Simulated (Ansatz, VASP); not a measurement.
Os: VASP beside Ansatz

```xyz
1
Lattice="0.0000 1.8908 1.8908 1.8908 0.0000 1.8908 1.8908 1.8908 0.0000" Properties=species:S:1:pos:R:3 pbc="T T T"
Os    0.0000    0.0000    0.0000
```

Alike in both runs: task single point; functional r2SCAN; k mesh 16 × 16 × 16; occupations fermi-dirac, width 0.1 eV; no spin polarisation.

|  | VASP | Ansatz |
| --- | --- | --- |
| version | VASP 6.6.1 | Ansatz 0.2.0 |
| potentials or method | VASP PAW PBE potentials, release 64 (Os), cutoff 520 eV | plane waves (500 eV) with PAW, scalar-relativistic |
| valence electrons in the cell | 8 | 16 |

VASP gave:

```
pressure (GPa) : 20.2
```

**Question.** Which values does Ansatz return?

**Answer.** Pressure (GPa): 18.6.

VASP's potentials were made for PBE, not for r2SCAN. With one functional, cell and mesh, what is left measures potentials, basis and numerics. VASP's potentials hold 8 valence electrons a cell and Ansatz's 16, so a difference there can come from the potentials and not from the codes.

Neither program's run includes spin-orbit coupling.
